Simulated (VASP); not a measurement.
Here is a VASP 6.6.1 calculation.

INCAR

```
SYSTEM = Pd
PREC = Accurate
ENCUT = 500
EDIFF = 1E-6
ISMEAR = 0
SIGMA = 0.1
LREAL = .FALSE.
LASPH = .TRUE.
NELM = 120
ALGO = Normal
ISIF = 2
LWAVE = .FALSE.
LCHARG = .FALSE.
GGA = PE
NBANDS = 11
GGA_COMPAT = .FALSE.
```

The input KPOINTS:

```
Automatic mesh
0
G
  8 8 8
  0 0 0
```

File POSCAR:

```
Pd
1.0
    0.0000000000      1.9742329147      1.9742329147
    1.9742329147      0.0000000000      1.9742329147
    1.9742329147      1.9742329147      0.0000000000
Pd
1
Direct
    0.0000000000      0.0000000000      0.0000000000
```

Potentials or basis: VASP PAW PBE potentials, release 64 (Pd).

Launch:

```sh
$ cat potpaw_PBE.64/Pd/POTCAR > POTCAR
$ mpirun -np 1 vasp_std > vasp.out
```

(1) Estimate the pressure.

(2) Predict the band gap on the k mesh.

Results:

(1) -0.2 GPa.

(2) zero (bands 5 and 6 overlap by 1.49 eV).
